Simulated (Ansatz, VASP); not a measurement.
**Two plane-wave programs on BeCl**

```xyz
4
Lattice="2.8935 0.0000 0.0000 0.0000 2.8935 0.0000 0.0000 0.0000 7.7256" Properties=species:S:1:pos:R:3 pbc="T T T"
Be    0.0000    1.4468    0.9968
Be    1.4468    0.0000    6.7287
Cl    0.0000    1.4468    5.4905
Cl    1.4468    0.0000    2.2351
```

Alike in both runs: functional PBEsol; k mesh 6 × 6 × 4; occupations gaussian, width 0.1 eV; no spin polarisation.

Ansatz relaxed the structure, and its values are those at the end. VASP's run is a single point on that final structure, the one shown.

```csv
,VASP,Ansatz
version,VASP 6.6.1,Ansatz 0.2.0
potentials or method,"VASP PAW PBE potentials, release 64 (Be, Cl), cutoff 520 eV","scalar-relativistic, plane waves, PAW"
valence electrons in the cell,18,18
```

```csv
,VASP,Ansatz,Ansatz less VASP
gap on the k mesh at the Fermi level (eV),none,none,-
pressure (GPa),0.0,0.0,-0.01
rms of the force components (eV/Å),0.005,0.001,-0.0039
```

VASP's potentials were made for PBE, not for PBEsol. A gap of «none» marks a metal or a gap that the smearing closes. With one functional, cell and mesh, what is left measures potentials, basis and numerics.

The k mesh is coarse, so the values compare programs but aren't converged.
